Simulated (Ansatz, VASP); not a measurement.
## Ti in VASP and in Ansatz

```xyz
1
Lattice="0.0000 2.0777 1.7804 2.0777 0.0000 1.7804 2.0777 2.0777 0.0000" Properties=species:S:1:pos:R:3 pbc="T T T"
Ti    0.0000    0.0000    0.0000
```

Alike in both runs: task single point; functional LDA; k mesh 22 × 22 × 22; occupations gaussian, width 0.15 eV; no spin polarisation.

|  | VASP | Ansatz |
| --- | --- | --- |
| version | VASP 6.6.1 | Ansatz 0.2.0 |
| potentials or method | VASP PAW LDA potentials, release 64 (Ti_sv), cutoff 520 eV | scalar-relativistic, plane waves, PAW |
| valence electrons in the cell | 12 | 12 |

VASP gave:

| Quantity | Value |
| --- | --- |
| gap on the k mesh at the Fermi level (eV) | none |
| pressure (GPa) | 4.8 |
| traceless stress, the component that is largest in VASP (GPa) | 1.66 |

Task: What did Ansatz give for the same quantities?

Result: gap on the k mesh at the Fermi level (eV): none; pressure (GPa): 5.0; traceless stress, the component that is largest in VASP (GPa): 1.64.

Ansatz warns that its potentials were made for another functional, while VASP's fit it. LDA's correlation is that of Perdew and Zunger in VASP and of Perdew and Wang (1992) in Ansatz. A gap of «none» marks a metal or a gap that the smearing closes.
